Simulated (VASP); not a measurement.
# CsSi3Ru (Pm-3m) in VASP: notebook

The runs below take CsSi3Ru through single point, relaxation of cell and atoms, with PBE.

Everything below comes from runs of VASP 6.6.1. Logs are shortened: lines on timing, memory, paths and dates and some standing lists are left out, and cuts for length are marked.

### Step 1. The cell of the first run

It takes space group Pm-3m (No. 221, cubic). The conventional cell has a = 4.798 Å, b = 4.798 Å, c = 4.798 Å, α = 90.00°, β = 90.00°, γ = 90.00°. Cs (site symmetry m-3m) has 12 Si at 3.39 Å and 8 Ru at 4.15 Å within 4.5 Å. Si (site symmetry 4/mmm) has 2 Ru at 2.40 Å within 3.2 Å. Within 3.2 Å of Ru (site symmetry m-3m) lie 6 Si at 2.40 Å.

### Step 2. Single point, PBE

Input file INCAR:

```
SYSTEM = CsSi3Ru
  PREC = Accurate
  ENCUT = 500
  EDIFF = 1E-6
  ISMEAR = 0
  SIGMA = 0.1
  LREAL = .FALSE.
  LASPH = .TRUE.
  NELM = 120
  ALGO = Normal
  ISIF = 2
  LWAVE = .FALSE.
  LCHARG = .FALSE.
  GGA = PE
  NBANDS = 26
  GGA_COMPAT = .FALSE.
```

Input file KPOINTS:

```
regular mesh
0
G
  4 4 4
  0 0 0
```

Input file POSCAR:

```
CsSi3Ru
1.0
    4.7976427027      0.0000000000      0.0000000000
    0.0000000000      4.7976427027      0.0000000000
    0.0000000000      0.0000000000      4.7976427027
Cs Si Ru
1 3 1
Direct
    0.0000000000      0.0000000000      0.0000000000
    0.0000000000      0.5000000000      0.5000000000
    0.5000000000      0.0000000000      0.5000000000
    0.5000000000      0.5000000000      0.0000000000
    0.5000000000      0.5000000000      0.5000000000
```

Potentials or basis: VASP PAW PBE potentials, release 64 (Cs_sv, Si, Ru_pv).

Started as:

```sh
$ cat potpaw_PBE.64/Cs_sv/POTCAR potpaw_PBE.64/Si/POTCAR potpaw_PBE.64/Ru_pv/POTCAR > POTCAR
$ mpirun -np 1 vasp_std > vasp.out
```

OUTCAR:

```text
SYSTEM = CsSi3Ru
   PREC = Accurate
   ENCUT = 500
   EDIFF = 1E-6
   ISMEAR = 0
   LREAL = .FALSE.
   LASPH = .TRUE.
   NELM = 120
   ISIF = 2
   GGA = PE

 ion  position               nearest neighbor table
   1  0.000  0.000  0.000-
   2  0.000  0.500  0.500-   5 2.40   5 2.40
   3  0.500  0.000  0.500-   5 2.40   5 2.40
   4  0.500  0.500  0.000-   5 2.40   5 2.40
   5  0.500  0.500  0.500-   2 2.40   3 2.40   4 2.40   4 2.40   3 2.40   2 2.40

  LATTYP: Found a simple cubic cell.
 ALAT       =     4.7976427027

  Lattice vectors:

 A1 = (   4.7976427027,   0.0000000000,   0.0000000000)
 A2 = (   0.0000000000,   4.7976427027,   0.0000000000)
 A3 = (   0.0000000000,   0.0000000000,   4.7976427027)

Analysis of symmetry for initial positions (statically):
=====================================================================
 Subroutine PRICEL returns:
 Original cell was already a primitive cell.

 Routine SETGRP: Setting up the symmetry group for a
 simple cubic supercell.

 Subroutine GETGRP returns: Found 48 space group operations
 (whereof 48 operations were pure point group operations)
 out of a pool of 48 trial point group operations.

The static configuration has the point symmetry O_h .

Analysis of symmetry for dynamics (positions and initial velocities):
=====================================================================
 Subroutine PRICEL returns:
 Original cell was already a primitive cell.

 Routine SETGRP: Setting up the symmetry group for a
 simple cubic supercell.

 Subroutine GETGRP returns: Found 48 space group operations
 (whereof 48 operations were pure point group operations)
 out of a pool of 48 trial point group operations.

The dynamic configuration has the point symmetry O_h .

 Subroutine INISYM returns: Found 48 space group operations
 (whereof 48 operations are pure point group operations),
 and found     1 'primitive' translations

----------------------------------------------------------------------------------------

                                     Primitive cell

  volume of cell :     110.4291

  direct lattice vectors                    reciprocal lattice vectors
     4.797642703  0.000000000  0.000000000     0.208435697  0.000000000  0.000000000
     0.000000000  4.797642703  0.000000000     0.000000000  0.208435697  0.000000000
     0.000000000  0.000000000  4.797642703     0.000000000  0.000000000  0.208435697

  length of vectors
     4.797642703  4.797642703  4.797642703     0.208435697  0.208435697  0.208435697

  position of ions in fractional coordinates (direct lattice)
     0.000000000  0.000000000  0.000000000
     0.000000000  0.500000000  0.500000000
     0.500000000  0.000000000  0.500000000
     0.500000000  0.500000000  0.000000000
     0.500000000  0.500000000  0.500000000

  ion indices of the primitive-cell ions
   primitive index   ion index
                 1           1
                 2           2
                 3           3
                 4           4
                 5           5

----------------------------------------------------------------------------------------

 KPOINTS: regular mesh

Automatic generation of k-mesh.
 Grid dimensions read from file:
 generate k-points for:    4    4    4

 Generating k-lattice:

  Cartesian coordinates                     Fractional coordinates (reciprocal lattice)
     0.052108924  0.000000000  0.000000000     0.250000000  0.000000000  0.000000000
     0.000000000  0.052108924  0.000000000     0.000000000  0.250000000  0.000000000
     0.000000000  0.000000000  0.052108924     0.000000000  0.000000000  0.250000000

  Length of vectors
     0.052108924  0.052108924  0.052108924

  Shift w.r.t. Gamma in fractional coordinates (k-lattice)
     0.000000000  0.000000000  0.000000000

 Subroutine IBZKPT returns following result:
 ===========================================

 Found     10 irreducible k-points:

 Following reciprocal coordinates:
            Coordinates               Weight
  0.000000  0.000000  0.000000      1.000000
  0.250000  0.000000  0.000000      6.000000
  0.500000  0.000000  0.000000      3.000000
  0.250000  0.250000  0.000000     12.000000
  0.500000  0.250000  0.000000     12.000000
  0.500000  0.500000  0.000000      3.000000
  0.250000  0.250000  0.250000      8.000000
  0.500000  0.250000  0.250000     12.000000
  0.500000  0.500000  0.250000      6.000000
  0.500000  0.500000  0.500000      1.000000
   k-points           NKPTS =     10   k-points in BZ     NKDIM =     10   number of bands    NBANDS=     26
   number of dos      NEDOS =    301   number of ions     NIONS =      5
   total plane-waves  NPLWV =  46656
   dimension x,y,z NGX =    36 NGY =   36 NGZ =   36
   dimension x,y,z NGXF=    72 NGYF=   72 NGZF=   72
   ions per type =               1   3   1
   NGX,Y,Z   is equivalent  to a cutoff of  12.47, 12.47, 12.47 a.u.
   NGXF,Y,Z  is equivalent  to a cutoff of  24.95, 24.95, 24.95 a.u.
 SYSTEM =  CsSi3Ru
   PREC   = accura    normal or accurate (medium, high low for compatibility)
   ISTART =      0    job   : 0-new  1-cont  2-samecut
   ICHARG =      2    charge: 1-file 2-atom 10-const
   ISPIN  =      1    spin polarized calculation?
   LNONCOLLINEAR =      F non collinear calculations
   LSORBIT =      F    spin-orbit coupling
   LASPH  =      T    aspherical Exc in radial PAW
   ENCUT  =  500.0 eV  36.75 Ry    6.06 a.u.   8.75  8.75  8.75*2*pi/ulx,y,z
   NELM   =    120;   NELMIN=  2; NELMDL= -5     # of ELM steps
   EDIFF  = 0.1E-05   stopping-criterion for ELM
   LREAL  =      F    real-space projection
   EDIFFG = 0.1E-04   stopping-criterion for IOM
   NSW    =      0    number of steps for IOM
   IBRION =     -1    ionic relax: 0-MD 1-quasi-New 2-CG
   NFREE  =      0    steps in history (QN), initial steepest desc. (CG)
   ISIF   =      2    stress and relaxation
   ISYM   =      2    0-nonsym 1-usesym 2-fastsym
   POTIM  = 0.5000    time-step for ionic-motion
   TEBEG  =    0.0;   TEEND  =   0.0 temperature during run
   PSTRESS=    0.0 pullay stress
   NELECT =      35.0000    total number of electrons
   NUPDOWN=      -1.0000    fix difference up-down
   EMIN   =  10.00;   EMAX   =-10.00  energy-range for DOS
   EFERMI =   0.00;   METHOD = LEGACY
   ISMEAR =     0;   SIGMA  =   0.10  broadening in eV -4-tet -1-fermi 0-gaus
   EFERMI_NEDOS =   21; number of points for ismear=-14 and -15
   IALGO  =     38    algorithm
   IMIX   =      4    mixing-type and parameters
     AMIX     =   0.40;   BMIX     =  1.00
     AMIX_MAG =   1.60;   BMIX_MAG =  1.00
  volume/ion in A,a.u.               =      22.09       149.04
  Fermi-wavevector in a.u.,A,eV,Ry     =   1.116185  2.109284 16.951084  1.245870
  Thomas-Fermi vector in A             =   2.252797
   LORBIT       =      0    0 simple, 1 ext, 2 COOP (PROOUT), +10 PAW based schemes
   GGA     = PE    functional components
   LHFCALC =     F    Hartree Fock is set to
   AEXX    =    0.0000 exact exchange contribution
   IVDW    =     0    specifies the selected vdW correction
   LEPSILON=     F    determine dielectric tensor
   LRPA    =     F    only Hartree local field effects (RPA)
 non-spin polarized calculation
 Gauss-broadening in eV      SIGMA  =   0.10
  energy-cutoff  :      500.00
  volume of cell :      110.43
 maximum number of plane-waves:      2832
 NGX is ok and might be reduce to    36
   NGX = 17   NGY = 17   NGZ = 17

 number of electron      35.0000003 magnetization

 Free energy of the ion-electron system (eV)
  ---------------------------------------------------
  ext. energy  EPLUGINS =         0.00000000
  ---------------------------------------------------
  free energy    TOTEN  =       -24.16530373 eV

  energy without entropy =      -24.12486244  energy(sigma->0) =      -24.14508309

 E-fermi :   6.4630     XC(G=0): -10.1771

 val. band max:        6.4363586335   @ k =   0.2500   0.0000   0.0000
 cond. band min:       6.5066288179   @ k =   0.5000   0.2500   0.0000
 fundamental gap:      0.0702701844
 Fermi energy:         6.4630496862

 k-point     1 :       0.0000    0.0000    0.0000
  band No.  band energies     occupation
      1     -36.8770      2.00000
      2     -36.8770      2.00000
      3     -36.8770      2.00000
      4     -15.4811      2.00000
      5      -3.7917      2.00000
      6      -2.6149      2.00000
[... 18 lines left out ...]
     25       9.3474      0.00000
     26       9.8431      0.00000

 k-point     2 :       0.2500    0.0000    0.0000
  band No.  band energies     occupation
      1     -36.8780      2.00000
      2     -36.8770      2.00000
      3     -36.8770      2.00000
      4     -15.4678      2.00000
      5      -4.1257      2.00000
      6      -2.5671      2.00000
[... 18 lines left out ...]
     25      10.2067      0.00000
     26      10.5210      0.00000

 k-point     3 :       0.5000    0.0000    0.0000
  band No.  band energies     occupation
      1     -36.8790      2.00000
      2     -36.8770      2.00000
      3     -36.8770      2.00000
      4     -15.4544      2.00000
      5      -4.4112      2.00000
      6      -2.5175      2.00000
[... 18 lines left out ...]
     25      10.4590      0.00000
     26      11.4704      0.00000

 k-point     4 :       0.2500    0.2500    0.0000
  band No.  band energies     occupation
      1     -36.8780      2.00000
      2     -36.8780      2.00000
      3     -36.8770      2.00000
      4     -15.4556      2.00000
      5      -4.0240      2.00000
      6      -3.1799      2.00000
[... 18 lines left out ...]
     25      10.7376      0.00000
     26      11.7291      0.00000

 k-point     5 :       0.5000    0.2500    0.0000
  band No.  band energies     occupation
      1     -36.8789      2.00000
      2     -36.8779      2.00000
      3     -36.8770      2.00000
      4     -15.4433      2.00000
      5      -4.0900      2.00000
      6      -3.1657      2.00000
[... 18 lines left out ...]
     25      11.9943      0.00000
     26      12.3625      0.00000

 k-point     6 :       0.5000    0.5000    0.0000
  band No.  band energies     occupation
      1     -36.8789      2.00000
      2     -36.8789      2.00000
      3     -36.8769      2.00000
      4     -15.4321      2.00000
      5      -3.5425      2.00000
      6      -3.5425      2.00000
[... 18 lines left out ...]
     25      12.6041      0.00000
     26      12.6041      0.00000

 k-point     7 :       0.2500    0.2500    0.2500
  band No.  band energies     occupation
      1     -36.8780      2.00000
      2     -36.8780      2.00000
      3     -36.8779      2.00000
      4     -15.4441      2.00000
      5      -3.8544      2.00000
      6      -3.0132      2.00000
[... 18 lines left out ...]
     25      10.6109      0.00000
     26      11.6355      0.00000

 k-point     8 :       0.5000    0.2500    0.2500
  band No.  band energies     occupation
      1     -36.8789      2.00000
      2     -36.8780      2.00000
      3     -36.8780      2.00000
      4     -15.4326      2.00000
      5      -3.7961      2.00000
      6      -3.1355      2.00000
[... 18 lines left out ...]
     25      11.4969      0.00000
     26      12.4292      0.00000

 k-point     9 :       0.5000    0.5000    0.2500
  band No.  band energies     occupation
      1     -36.8789      2.00000
      2     -36.8789      2.00000
      3     -36.8779      2.00000
      4     -15.4218      2.00000
      5      -3.3356      2.00000
      6      -3.3356      2.00000
[... 18 lines left out ...]
     25      12.5023      0.00000
     26      12.7754      0.00000

 k-point    10 :       0.5000    0.5000    0.5000
  band No.  band energies     occupation
      1     -36.8789      2.00000
      2     -36.8789      2.00000
      3     -36.8789      2.00000
      4     -15.4116      2.00000
      5      -3.0471      2.00000
      6      -3.0471      2.00000
[... 18 lines left out ...]
     25      12.0823      0.00000
     26      12.0823      0.00000

------------------------ aborting loop because EDIFF is reached ----------------------------------------

  FORCE on cell =-STRESS in cart. coord.  units (eV):
  Direction    XX          YY          ZZ          XY          YZ          ZX
  --------------------------------------------------------------------------------------
  -------------------------------------------------------------------------------------
  Total        0.2746655      0.2746655      0.2746655     -0.0000000     -0.0000000     -0.0000000
  in kB        3.9850250      3.9850250      3.9850250     -0.0000000     -0.0000000     -0.0000000
  external PRESSURE =       3.9850250 kB  Pullay stress =       0.0000000 kB

 VOLUME and BASIS-vectors are now :
 -----------------------------------------------------------------------------
  energy-cutoff  :      500.00
  volume of cell :      110.43
      direct lattice vectors                 reciprocal lattice vectors
     4.797642703  0.000000000  0.000000000     0.208435697  0.000000000  0.000000000
     0.000000000  4.797642703  0.000000000     0.000000000  0.208435697  0.000000000
     0.000000000  0.000000000  4.797642703     0.000000000  0.000000000  0.208435697

 POSITION                                       TOTAL-FORCE (eV/Angst)
 -----------------------------------------------------------------------------------
      0.00000      0.00000      0.00000         0.000000      0.000000      0.000000
      0.00000      2.39882      2.39882         0.000000      0.000000      0.000000
      2.39882      0.00000      2.39882         0.000000      0.000000      0.000000
      2.39882      2.39882      0.00000         0.000000      0.000000      0.000000
      2.39882      2.39882      2.39882         0.000000      0.000000      0.000000
 -----------------------------------------------------------------------------------
    total drift:                                0.000000      0.000000      0.000000

  FREE ENERGIE OF THE ION-ELECTRON SYSTEM (eV)
  ---------------------------------------------------
  free  energy   TOTEN  =       -24.1653037313 eV

  energy  without entropy=      -24.1248624435  energy(sigma->0) =      -24.14508309
```

Wall time 12 s (1 thread of Intel Xeon 6975P-C (Granite Rapids), shared host); peak memory 0.2 GiB.

What came out:

| Quantity | Value |
| --- | --- |
| Free energy | -24.1653 eV |
| Pressure | 0.4 GPa |
| Band gap on the k mesh | zero (an odd number of electrons rules out a gap without spin polarisation) |

Caveat: spin-orbit coupling is left out, which moves the levels of the heavy elements.

### Step 3. Relaxation of cell and atoms, PBE

This run uses another cell than the first one, of 19.55 Å³/atom.

Input file INCAR:

```
SYSTEM = CsSi3Ru
PREC = Accurate
ENCUT = 500
EDIFF = 1E-7
ISMEAR = 0
SIGMA = 0.1
LREAL = .False.
LASPH = .True.
NELM = 120
ALGO = Normal
ISIF = 3
LWAVE = .False.
LCHARG = .False.
GGA = PE
IBRION = 2
NSW = 90
EDIFFG = -0.04
GGA_COMPAT = .False.
NELMIN = 4
```

Input file KPOINTS:

```
regular mesh
0
Gamma
  4 4 4
  0 0 0
```

Changes to POSCAR since step 2:

```diff
@@ -2,5 +2,5 @@
 1.0
-    4.7976427027      0.0000000000      0.0000000000
-    0.0000000000      4.7976427027      0.0000000000
-    0.0000000000      0.0000000000      4.7976427027
+    4.6061432009      0.0000000000      0.0000000000
+    0.0000000000      4.6061432009      0.0000000000
+    0.0000000000      0.0000000000      4.6061432009
 Cs Si Ru
```

Potentials or basis: VASP PAW PBE potentials, release 64 (Cs_sv, Si, Ru_pv).

Started as:

```sh
$ cat potpaw_PBE.64/Cs_sv/POTCAR potpaw_PBE.64/Si/POTCAR potpaw_PBE.64/Ru_pv/POTCAR > POTCAR
$ mpirun -np 1 vasp_std > vasp.out
```

Run time: 31 s. Hardware: 1 thread of Intel Xeon 6975P-C (Granite Rapids), shared host; peak memory 0.21 GiB.

It converged, with:

* Free energy: -24.1636 eV
* Relaxed volume: 22.22 Å³/atom
* Relaxed cell: a = 4.808 Å, b = 4.808 Å, c = 4.808 Å, α = 90.00°, β = 90.00°, γ = 90.00°
* Space group after relaxing (to 0.1 Å): Pm-3m (No. 221)
* Energy gained by relaxing: 86.5 meV/atom
* Ionic steps: 3
* Pressure after relaxing: 0.0 GPa
* Band gap on the k mesh: zero (an odd number of electrons rules out a gap without spin polarisation)

Step by step:
```csv
step,energy change (eV),largest force (eV/Å),pressure (GPa),volume (Å³)
1,0.0000,0.0000,11.79,97.73
2,-0.3226,0.0000,-3.91,119.50
3,-0.4324,0.0000,-0.01,111.11
```

Final structure:
```
CELL_PARAMETERS angstrom
4.80754 0.00000 0.00000
0.00000 4.80754 0.00000
0.00000 0.00000 4.80754
ATOMIC_POSITIONS crystal
Cs 0.00000 0.00000 0.00000
Si 0.00000 0.50000 0.50000
Si 0.50000 0.00000 0.50000
Si 0.50000 0.50000 0.00000
Ru 0.50000 0.50000 0.50000
```

Levels at points of the mesh, in eV from the Fermi level:
| k point | band 15 | band 16 | band 17 | band 18 | band 19 | band 20 |
| --- | --- | --- | --- | --- | --- | --- |
| (0.00, 0.00, 0.00) | -2.54 | -2.54 | -0.71 | -0.71 | 0.50 | 0.50 |
| (0.50, 0.00, 0.00) | -2.83 | -2.83 | -1.56 | -0.30 | -0.17 | 1.51 |
| (0.50, 0.50, 0.00) | -3.81 | -1.44 | -0.24 | 0.23 | 0.23 | 0.82 |
| (0.50, 0.50, 0.50) | -3.83 | -3.83 | 0.83 | 0.83 | 0.83 | 3.10 |

Caveat: spin-orbit coupling is left out, which moves the levels of the heavy elements.
